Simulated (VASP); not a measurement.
# ZrB (P6/mmm) in VASP: further runs

The runs below take ZrB through single point, relaxation of cell and atoms, with PBE.

Program: VASP 6.6.1. These are calculated values, not measurements. Logs are shortened: lines on timing, memory, paths and dates and some standing lists are left out, and cuts for length are marked.

### 1 The cell of the first run

It takes space group P6/mmm (No. 191, hexagonal). Conventional cell: a = 2.951 Å, b = 2.951 Å, c = 4.831 Å, α = 90.00°, β = 90.00°, γ = 120.00°. Within 3.2 Å of Zr (site symmetry 6/mmm) lie 2 B at 2.42 Å and 6 Zr at 2.95 Å. Within 3.2 Å of B (site symmetry 6/mmm) lie 2 Zr at 2.42 Å and 6 B at 2.95 Å.

### 2 Single point, PBE, collinear spin, ferromagnetic start

The input, INCAR:

```
PREC = Accurate
ENCUT = 520
EDIFF = 1E-7
ISMEAR = 0
SIGMA = 0.1
LREAL = F
LASPH = T
NELM = 150
ALGO = Normal
ISIF = 2
LWAVE = F
LCHARG = F
ISPIN = 2
MAGMOM = 1 0
LORBIT = 11
LMAXMIX = 4
GGA = PE
NBANDS = 18
```

The input, KPOINTS:

```
Automatic mesh
0
Gamma
  6 6 4
```

The input, POSCAR:

```
ZrB
1.0
    2.9505321453      0.0000000000      0.0000000000
   -1.4752660726      2.5552357925      0.0000000000
    0.0000000000      0.0000000000      4.8313373135
Zr B
1 1
Direct
    0.0000000000      0.0000000000      0.0000000000
    0.0000000000      0.0000000000      0.5000000000
```

Potentials or basis: VASP PAW PBE potentials, release 64 (Zr_sv, B).

Started as:

```
cat potpaw_PBE.64/Zr_sv/POTCAR potpaw_PBE.64/B/POTCAR > POTCAR
mpirun -np 1 vasp_std > vasp.out
```

OUTCAR:

```text
PREC = Accurate
   ENCUT = 520
   EDIFF = 1E-7
   ISMEAR = 0
   LREAL = F
   LASPH = T
   NELM = 150
   ISIF = 2
   ISPIN = 2
   LORBIT = 11
   GGA = PE

 ion  position               nearest neighbor table
   1  0.000  0.000  0.000-   2 2.42   2 2.42
   2  0.000  0.000  0.500-   1 2.42   1 2.42

  LATTYP: Found a hexagonal cell.
 ALAT       =     2.9505321453
 C/A-ratio  =     1.6374460862

  Lattice vectors:

 A1 = (   2.9505321453,   0.0000000000,   0.0000000000)
 A2 = (  -1.4752660726,   2.5552357925,   0.0000000000)
 A3 = (   0.0000000000,   0.0000000000,   4.8313373135)

Analysis of symmetry for initial positions (statically):
=====================================================================
 Subroutine PRICEL returns:
 Original cell was already a primitive cell.

 Routine SETGRP: Setting up the symmetry group for a
 hexagonal supercell.

 Subroutine GETGRP returns: Found 24 space group operations
 (whereof 24 operations were pure point group operations)
 out of a pool of 24 trial point group operations.

The static configuration has the point symmetry D_6h.

Analysis of symmetry for dynamics (positions and initial velocities):
=====================================================================
 Subroutine PRICEL returns:
 Original cell was already a primitive cell.

 Routine SETGRP: Setting up the symmetry group for a
 hexagonal supercell.

 Subroutine GETGRP returns: Found 24 space group operations
 (whereof 24 operations were pure point group operations)
 out of a pool of 24 trial point group operations.

The dynamic configuration has the point symmetry D_6h.

Analysis of structural, dynamic, and magnetic symmetry:
=====================================================================
 Subroutine PRICEL returns:
 Original cell was already a primitive cell.

 Routine SETGRP: Setting up the symmetry group for a
 hexagonal supercell.

 Subroutine GETGRP returns: Found 24 space group operations
 (whereof 24 operations were pure point group operations)
 out of a pool of 24 trial point group operations.

The overall configuration has the point symmetry D_6h.

 Subroutine INISYM returns: Found 24 space group operations
 (whereof 24 operations are pure point group operations),
 and found     1 'primitive' translations

----------------------------------------------------------------------------------------

                                     Primitive cell

  volume of cell :      36.4249

  direct lattice vectors                    reciprocal lattice vectors
     2.950532145  0.000000000  0.000000000     0.338921913  0.195676658  0.000000000
    -1.475266073  2.555235792  0.000000000     0.000000000  0.391353316  0.000000000
     0.000000000  0.000000000  4.831337313     0.000000000  0.000000000  0.206982029

  length of vectors
     2.950532145  2.950532145  4.831337313     0.391353316  0.391353316  0.206982029

  position of ions in fractional coordinates (direct lattice)
     0.000000000  0.000000000  0.000000000
     0.000000000  0.000000000  0.500000000

  ion indices of the primitive-cell ions
   primitive index   ion index
                 1           1
                 2           2

----------------------------------------------------------------------------------------

 KPOINTS: Automatic mesh

Automatic generation of k-mesh.
 Grid dimensions read from file:
 generate k-points for:    6    6    4

 Generating k-lattice:

  Cartesian coordinates                     Fractional coordinates (reciprocal lattice)
     0.056486986  0.032612776  0.000000000     0.166666667  0.000000000  0.000000000
     0.000000000  0.065225553  0.000000000     0.000000000  0.166666667  0.000000000
     0.000000000  0.000000000  0.051745507     0.000000000  0.000000000  0.250000000

  Length of vectors
     0.065225553  0.065225553  0.051745507

  Shift w.r.t. Gamma in fractional coordinates (k-lattice)
     0.000000000  0.000000000  0.000000000

 Subroutine IBZKPT returns following result:
 ===========================================

 Found     21 irreducible k-points:

 Following reciprocal coordinates:
            Coordinates               Weight
  0.000000  0.000000  0.000000      1.000000
  0.166667 -0.000000  0.000000      6.000000
  0.333333 -0.000000  0.000000      6.000000
  0.500000  0.000000  0.000000      3.000000
  0.166667  0.166667  0.000000      6.000000
  0.333333  0.166667  0.000000     12.000000
[... 13 lines left out ...]
  0.333333  0.166667  0.500000     12.000000
  0.333333  0.333333  0.500000      2.000000
   k-points           NKPTS =     21   k-points in BZ     NKDIM =     21   number of bands    NBANDS=     18
   number of dos      NEDOS =    301   number of ions     NIONS =      2
   total plane-waves  NPLWV =  20736
   dimension x,y,z NGX =    24 NGY =   24 NGZ =   36
   dimension x,y,z NGXF=    48 NGYF=   48 NGZF=   72
   ions per type =               1   1
   NGX,Y,Z   is equivalent  to a cutoff of  13.52, 13.52, 12.39 a.u.
   NGXF,Y,Z  is equivalent  to a cutoff of  27.05, 27.05, 24.78 a.u.
 SYSTEM =  unknown system
   PREC   = accura    normal or accurate (medium, high low for compatibility)
   ISTART =      0    job   : 0-new  1-cont  2-samecut
   ICHARG =      2    charge: 1-file 2-atom 10-const
   ISPIN  =      2    spin polarized calculation?
   LNONCOLLINEAR =      F non collinear calculations
   LSORBIT =      F    spin-orbit coupling
   LASPH  =      T    aspherical Exc in radial PAW
   ENCUT  =  520.0 eV  38.22 Ry    6.18 a.u.   5.49  5.49  8.98*2*pi/ulx,y,z
   NELM   =    150;   NELMIN=  2; NELMDL= -5     # of ELM steps
   EDIFF  = 0.1E-06   stopping-criterion for ELM
   LREAL  =      F    real-space projection
   EDIFFG = 0.1E-05   stopping-criterion for IOM
   NSW    =      0    number of steps for IOM
   IBRION =     -1    ionic relax: 0-MD 1-quasi-New 2-CG
   NFREE  =      0    steps in history (QN), initial steepest desc. (CG)
   ISIF   =      2    stress and relaxation
   ISYM   =      2    0-nonsym 1-usesym 2-fastsym
   POTIM  = 0.5000    time-step for ionic-motion
   TEBEG  =    0.0;   TEEND  =   0.0 temperature during run
   PSTRESS=    0.0 pullay stress
   NELECT =      15.0000    total number of electrons
   NUPDOWN=      -1.0000    fix difference up-down
   EMIN   =  10.00;   EMAX   =-10.00  energy-range for DOS
   EFERMI =   0.00;   METHOD = LEGACY
   ISMEAR =     0;   SIGMA  =   0.10  broadening in eV -4-tet -1-fermi 0-gaus
   EFERMI_NEDOS =   21; number of points for ismear=-14 and -15
   IALGO  =     38    algorithm
   IMIX   =      4    mixing-type and parameters
     AMIX     =   0.40;   BMIX     =  1.00
     AMIX_MAG =   1.60;   BMIX_MAG =  1.00
  volume/ion in A,a.u.               =      18.21       122.90
  Fermi-wavevector in a.u.,A,eV,Ry     =   1.217977  2.301642 20.183801  1.483468
  Thomas-Fermi vector in A             =   2.353279
   LORBIT       =     11    0 simple, 1 ext, 2 COOP (PROOUT), +10 PAW based schemes
   GGA     = PE    functional components
   LHFCALC =     F    Hartree Fock is set to
   AEXX    =    0.0000 exact exchange contribution
   IVDW    =     0    specifies the selected vdW correction
   LEPSILON=     F    determine dielectric tensor
   LRPA    =     F    only Hartree local field effects (RPA)
 spin polarized calculation
 Gauss-broadening in eV      SIGMA  =   0.10
  energy-cutoff  :      520.00
  volume of cell :       36.42
 maximum number of plane-waves:      1008
 NGX is ok and might be reduce to    24
   NGX = 11   NGY = 11   NGZ = 17

 number of electron      14.9999999 magnetization       0.1368872

 Free energy of the ion-electron system (eV)
  ---------------------------------------------------
  ext. energy  EPLUGINS =         0.00000000
  ---------------------------------------------------
  free energy    TOTEN  =       -12.07791437 eV

  energy without entropy =      -12.06237470  energy(sigma->0) =      -12.07014453

 E-fermi :   6.0533     XC(G=0): -10.4925

 val. band max:        6.0516213571   @ k =   0.1667   0.1667   0.5000
 cond. band min:       6.0659183916   @ k =   0.1667   0.1667   0.5000
 fundamental gap:      0.0142970345
 Fermi energy:         6.0533202307

 spin component 1

 k-point     1 :       0.0000    0.0000    0.0000
  band No.  band energies     occupation
      1     -42.2045      1.00000
      2     -20.2877      1.00000
      3     -19.4824      1.00000
      4     -19.4824      1.00000
      5      -2.3089      1.00000
      6       3.2208      1.00000
[... 10 lines left out ...]
     17      21.5877      0.00000
     18      24.2200      0.00000

 k-point     2 :       0.1667   -0.0000    0.0000
  band No.  band energies     occupation
      1     -42.1446      1.00000
      2     -20.2254      1.00000
      3     -19.8837      1.00000
      4     -19.5711      1.00000
      5      -1.7704      1.00000
      6       4.1563      1.00000
[... 10 lines left out ...]
     17      22.0497      0.00000
     18      22.4844      0.00000

 k-point     3 :       0.3333   -0.0000    0.0000
  band No.  band energies     occupation
      1     -42.0224      1.00000
      2     -20.6331      1.00000
      3     -20.0984      1.00000
      4     -19.7437      1.00000
      5      -0.3037      1.00000
      6       4.4161      1.00000
[... 349 lines left out ...]
 k-point    20 :       0.3333    0.1667    0.5000
  band No.  band energies     occupation
      1     -41.9602      1.00000
      2     -20.8009      1.00000
      3     -20.0409      1.00000
      4     -20.0373      1.00000
      5       1.7217      1.00000
      6       4.0521      1.00000
[... 10 lines left out ...]
     17      19.8330      0.00000
     18      21.4035      0.00000

 k-point    21 :       0.3333    0.3333    0.5000
  band No.  band energies     occupation
      1     -41.9288      1.00000
      2     -20.5450      1.00000
      3     -20.5450      1.00000
      4     -20.0041      1.00000
      5       3.1597      1.00000
      6       4.1806      1.00000
[... 10 lines left out ...]
     17      21.5246      0.00000
     18      21.5246      0.00000
 Fermi energy:         6.0533202307

 spin component 2

 k-point     1 :       0.0000    0.0000    0.0000
  band No.  band energies     occupation
      1     -42.1914      1.00000
      2     -20.2702      1.00000
      3     -19.4700      1.00000
      4     -19.4700      1.00000
      5      -2.2043      1.00000
      6       3.2440      1.00000
[... 10 lines left out ...]
     17      21.7058      0.00000
     18      24.2760      0.00000

 k-point     2 :       0.1667   -0.0000    0.0000
  band No.  band energies     occupation
      1     -42.1316      1.00000
      2     -20.2080      1.00000
      3     -19.8713      1.00000
      4     -19.5587      1.00000
      5      -1.6633      1.00000
      6       4.1801      1.00000
[... 10 lines left out ...]
     17      22.1208      0.00000
     18      22.5243      0.00000

 k-point     3 :       0.3333   -0.0000    0.0000
  band No.  band energies     occupation
      1     -42.0093      1.00000
      2     -20.6206      1.00000
      3     -20.0811      1.00000
      4     -19.7313      1.00000
      5      -0.1892      1.00000
      6       4.4347      1.00000
[... 349 lines left out ...]
 k-point    20 :       0.3333    0.1667    0.5000
  band No.  band energies     occupation
      1     -41.9471      1.00000
      2     -20.7884      1.00000
      3     -20.0284      1.00000
      4     -20.0200      1.00000
      5       1.8258      1.00000
      6       4.1394      1.00000
[... 10 lines left out ...]
     17      19.8908      0.00000
     18      21.4770      0.00000

 k-point    21 :       0.3333    0.3333    0.5000
  band No.  band energies     occupation
      1     -41.9158      1.00000
      2     -20.5325      1.00000
      3     -20.5325      1.00000
      4     -19.9870      1.00000
      5       3.3060      1.00000
      6       4.2383      1.00000
[... 10 lines left out ...]
     17      21.5738      0.00000
     18      21.5738      0.00000

------------------------ aborting loop because EDIFF is reached ----------------------------------------

  FORCE on cell =-STRESS in cart. coord.  units (eV):
  Direction    XX          YY          ZZ          XY          YZ          ZX
  --------------------------------------------------------------------------------------
  -------------------------------------------------------------------------------------
  Total        0.0408815      0.0408815     -0.0123774      0.0000000      0.0000000     -0.0000000
  in kB        1.7982016      1.7982016     -0.5444308      0.0000000      0.0000000     -0.0000000
  external PRESSURE =       1.0173241 kB  Pullay stress =       0.0000000 kB

 VOLUME and BASIS-vectors are now :
 -----------------------------------------------------------------------------
  energy-cutoff  :      520.00
  volume of cell :       36.42
      direct lattice vectors                 reciprocal lattice vectors
     2.950532145  0.000000000  0.000000000     0.338921913  0.195676658  0.000000000
    -1.475266073  2.555235792  0.000000000     0.000000000  0.391353316  0.000000000
     0.000000000  0.000000000  4.831337313     0.000000000  0.000000000  0.206982029

 POSITION                                       TOTAL-FORCE (eV/Angst)
 -----------------------------------------------------------------------------------
      0.00000      0.00000      0.00000         0.000000      0.000000      0.000000
      0.00000      0.00000      2.41567        -0.000000      0.000000      0.000000
 -----------------------------------------------------------------------------------
    total drift:                                0.000000     -0.000000      0.000000

  FREE ENERGIE OF THE ION-ELECTRON SYSTEM (eV)
  ---------------------------------------------------
  free  energy   TOTEN  =       -12.0779143696 eV

  energy  without entropy=      -12.0623746990  energy(sigma->0) =      -12.07014453

 total charge

# of ion       s       p       d       tot
------------------------------------------
    1        2.254   5.951   1.829  10.033
    2        0.826   0.645   0.000   1.472
--------------------------------------------------
tot          3.081   6.596   1.829  11.505

 magnetization (x)

# of ion       s       p       d       tot
------------------------------------------
    1        0.003   0.005   0.013   0.021
    2        0.011   0.044   0.000   0.054
--------------------------------------------------
tot          0.013   0.049   0.013   0.075
```

It took 29 s on 1 thread of Intel Xeon 6975P-C, shared host; peak memory 0.18 GiB.

Results:

```yaml
Free_energy: -12.0779 eV
Pressure: 0.1 GPa
Net_moment: 0.14 μB per cell
Site_moments: Zr +0.02; B +0.05 μB
Valence_electrons_inside_the_program's_atomic_spheres: Zr 10.03; B 1.47
```

Stress tensor (GPa, compression positive):
```
 0.18  0.00  0.00
 0.00  0.18  0.00
 0.00  0.00 -0.05
```

Caveat: the k points lie up to 0.41 Å⁻¹ apart.

### 3 Single point, PBE

This run uses another cell than the first one, of 18.28 Å³/atom, 1.004 times its volume.

The input, INCAR:

```
  PREC = Accurate
  ENCUT = 520
  EDIFF = 1E-7
  ISMEAR = 0
  SIGMA = 0.1
  LREAL = F
  LASPH = T
  NELM = 80
  ALGO = Normal
  ISIF = 2
  LWAVE = F
  LCHARG = F
  GGA = PE
  NBANDS = 14
```

The input, KPOINTS:

```
regular mesh
0
Gamma
  24 24 12
```

The input, POSCAR:

```
ZrB
1.0
    2.9649459949      0.0000000000      0.0000000000
   -1.4824729974      2.5677185524      0.0000000000
    0.0000000000      0.0000000000      4.8020348352
Zr B
1 1
Direct
    0.0000000000      0.0000000000      0.0000000000
    0.0000000000      0.0000000000      0.5000000000
```

Potentials or basis: VASP PAW PBE potentials, release 64 (Zr_sv, B).

Started as:

```
cat potpaw_PBE.64/Zr_sv/POTCAR potpaw_PBE.64/B/POTCAR > POTCAR
mpirun -np 1 vasp_std > vasp.out
```

It took 1.7 min on 1 thread of Intel Xeon 6975P-C, shared host; peak memory 0.34 GiB.

Results (log left out):

| Item | Value |
| --- | --- |
| Free energy | -12.0737 eV |
| Pressure | 0.0 GPa |

Levels at points of the mesh, in eV from the Fermi level:
```
           k point  band 4  band 5  band 6  band 7  band 8  band 9  band 10  band 11
(0.00, 0.00, 0.00)  -25.73   -8.22   -2.96   -0.83    1.54    1.54     4.73     4.73
(0.50, 0.00, 0.00)  -26.06   -4.85   -2.19   -2.00   -0.87    1.84     3.57     3.89
(0.00, 0.00, 0.50)  -25.73   -7.12   -4.27   -2.23    1.55    1.55     3.58     3.58
(0.50, 0.00, 0.50)  -26.06   -3.49   -3.38   -2.37   -1.25    2.07     2.93     3.50
```

### 4 Relaxation of cell and atoms, PBE

The input, INCAR:

```
SYSTEM = ZrB
  PREC = Accurate
  ENCUT = 600
  EDIFF = 1E-6
  ISMEAR = 0
  SIGMA = 0.1
  LREAL = .FALSE.
  LASPH = .TRUE.
  NELM = 80
  ALGO = Normal
  ISIF = 3
  LWAVE = .FALSE.
  LCHARG = .FALSE.
  GGA = PE
  IBRION = 2
  NSW = 100
  EDIFFG = -0.01
```

The input, KPOINTS:

```
regular mesh
0
G
  24 24 12
  0 0 0
```

The input, POSCAR:

```
ZrB
1.0
    2.9505321453      0.0000000000      0.0000000000
   -1.4752660726      2.5552357925      0.0000000000
    0.0000000000      0.0000000000      4.8313373135
Zr B
1 1
Direct
    0.0000000000      0.0000000000      0.0000000000
    0.0000000000      0.0000000000      0.5000000000
```

Started as:

```
cat potpaw_PBE.64/Zr_sv/POTCAR potpaw_PBE.64/B/POTCAR > POTCAR
mpirun -np 1 vasp_std > vasp.out
```

Run time: 3.4 min. Hardware: 1 thread of Intel Xeon 6975P-C, shared host; peak memory 0.37 GiB.

The run converged. Its results:

| Property | Result |
| --- | --- |
| Free energy | -12.0740 eV |
| Relaxed volume | 18.28 Å³/atom |
| Relaxed cell | a = 2.965 Å, b = 2.965 Å, c = 4.802 Å, α = 90.00°, β = 90.00°, γ = 120.00° |
| Space group after relaxing (to 0.05 Å) | P6/mmm (No. 191) |
| Energy gained by relaxing | 1.1 meV/atom |
| Ionic steps | 4 |
| Pressure after relaxing | 0.0 GPa |

Step by step:
| step | energy change (eV) | largest force (eV/Å) | pressure (GPa) | volume (Å³) |
| --- | --- | --- | --- | --- |
| 1 | 0.0000 | 0.0000 | -0.16 | 36.42 |
| 2 | -0.0013 | 0.0000 | 0.69 | 36.33 |
| 3 | -0.0020 | 0.0000 | 0.36 | 36.36 |
| 4 | -0.0023 | 0.0000 | 0.03 | 36.56 |

Final structure:
```
CELL_PARAMETERS angstrom
2.96498 0.00000 0.00000
-1.48249 2.56775 0.00000
0.00000 0.00000 4.80172
ATOMIC_POSITIONS crystal
Zr 0.00000 0.00000 0.00000
B 0.00000 0.00000 0.50000
```

Levels at points of the mesh, in eV from the Fermi level:
```
           k point  band 4  band 5  band 6  band 7  band 8  band 9  band 10  band 11
(0.00, 0.00, 0.00)  -25.73   -8.22   -2.96   -0.83    1.54    1.54     4.73     4.73
(0.50, 0.00, 0.00)  -26.06   -4.85   -2.19   -2.00   -0.87    1.84     3.57     3.89
(0.00, 0.00, 0.50)  -25.73   -7.12   -4.27   -2.23    1.55    1.55     3.58     3.58
(0.50, 0.00, 0.50)  -26.06   -3.49   -3.38   -2.37   -1.25    2.07     2.93     3.50
```

### 5 Overview

```csv
task,spin,cell,k mesh,cutoff (eV),gap on the mesh (eV),pressure (GPa)
single point,"collinear, ferromagnetic start","a = 2.951, b = 2.951, c = 4.831 Å, angles 90.0, 90.0, 120.0°, 2 atoms",6 × 6 × 4,520,none,0.1
single point,off,"a = 2.965, b = 2.965, c = 4.802 Å, angles 90.0, 90.0, 120.0°, 2 atoms",24 × 24 × 12,520,none,0.0
relaxation of cell and atoms,off,"relaxed from a = 2.951, b = 2.951, c = 4.831 Å, angles 90.0, 90.0, 120.0°, 2 atoms",24 × 24 × 12,600,none,0.0
```

Alike in all rows: level PBE; potentials or basis VASP PAW PBE potentials, release 64 (Zr_sv, B); smearing gaussian 0.1 eV.

Caveats: some runs use coarse meshes.

Total energies depend on the potentials used, so only differences within one code and one set of settings carry meaning.
